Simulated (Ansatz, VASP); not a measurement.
# Two plane-wave programs on CsSi6P8

Contents of INCAR:

```
  PREC = Accurate
  ENCUT = 520
  EDIFF = 1E-6
  ISMEAR = 0
  SIGMA = 0.1
  LREAL = Auto
  LASPH = T
  NELM = 100
  ALGO = Normal
  ISIF = 2
  LWAVE = F
  LCHARG = T
  GGA = PE
  LELF = T
  LVHAR = T
  NBANDS = 50
```

Contents of KPOINTS:

```
regular mesh
0
Gamma
  4 4 4
```

POSCAR

```
CsSi6P8
1.0
    0.0000000000      5.1817287200      5.1817287200
    5.1817287200      0.0000000000      5.1817287200
    5.1817287200      5.1817287200      0.0000000000
Cs Si P
1 6 8
Direct
    0.5000000000      0.5000000000      0.5000000000
    0.5000000000      0.0000000000      0.5000000000
    0.5000000000      0.0000000000      0.0000000000
    0.0000000000      0.0000000000      0.5000000000
    0.0000000000      0.5000000000      0.0000000000
    0.0000000000      0.5000000000      0.5000000000
    0.5000000000      0.5000000000      0.0000000000
    0.8575690000      0.4272930000      0.8575690000
    0.1424310000      0.1424310000      0.1424310000
    0.8575690000      0.8575690000      0.8575690000
    0.5727070000      0.1424310000      0.1424310000
    0.8575690000      0.8575690000      0.4272930000
    0.4272930000      0.8575690000      0.8575690000
    0.1424310000      0.1424310000      0.5727070000
    0.1424310000      0.5727070000      0.1424310000
```

Input for Ansatz:

```yaml
crystal:
  lattice:
    - [0.0, 5.18172872, 5.18172872]
    - [5.18172872, 0.0, 5.18172872]
    - [5.18172872, 5.18172872, 0.0]
  atoms:
    - { symbol: Cs, position: [0.5, 0.5, 0.5] }
    - { symbol: Si, position: [0.5, 0.0, 0.5] }
    - { symbol: Si, position: [0.5, 0.0, 0.0] }
    - { symbol: Si, position: [0.0, 0.0, 0.5] }
    - { symbol: Si, position: [0.0, 0.5, 0.0] }
    - { symbol: Si, position: [0.0, 0.5, 0.5] }
    - { symbol: Si, position: [0.5, 0.5, 0.0] }
    - { symbol: P, position: [0.857569, 0.427293, 0.857569] }
    - { symbol: P, position: [0.142431, 0.142431, 0.142431] }
    - { symbol: P, position: [0.857569, 0.857569, 0.857569] }
    - { symbol: P, position: [0.572707, 0.142431, 0.142431] }
    - { symbol: P, position: [0.857569, 0.857569, 0.427293] }
    - { symbol: P, position: [0.427293, 0.857569, 0.857569] }
    - { symbol: P, position: [0.142431, 0.142431, 0.572707] }
    - { symbol: P, position: [0.142431, 0.572707, 0.142431] }
basis:
  ecutwfc: 420
kpoints:
  mp_grid: { grid: [4, 4, 4] }
hamiltonian:
  xc: pbe
scf:
  occupations: { method: gaussian, width: 0.1 }
  lower_state_search: "off"
output:
  forces: true
  stress: true
  eigenvalues: true
```

Alike in both runs: task single point; functional PBE; k mesh 4 × 4 × 4; occupations gaussian, width 0.1 eV; no spin polarisation.

|  | VASP | Ansatz |
| --- | --- | --- |
| version | VASP 6.6.1 | Ansatz 0.2.0 |
| potentials or method | VASP PAW PBE potentials, release 64 (Cs_sv, Si, P), cutoff 520 eV | scalar-relativistic, plane waves, PAW |
| valence electrons in the cell | 73 | 73 |

Ansatz gave:

```
gap on the k mesh at the Fermi level (eV) : none
pressure (GPa)                            : 19.2
rms of the force components (eV/Å)        : 0.548
```

What did VASP give for the same quantities?

gap on the k mesh at the Fermi level (eV): none; pressure (GPa): 19.0; rms of the force components (eV/Å): 0.544.

Atom by atom the forces differ by 0.004 eV/Å (rms over components). A gap of «none» marks a metal or a gap that the smearing closes. The functional is the same, so the differences come from potentials, cutoffs and numerics.

Neither program's run includes spin-orbit coupling.
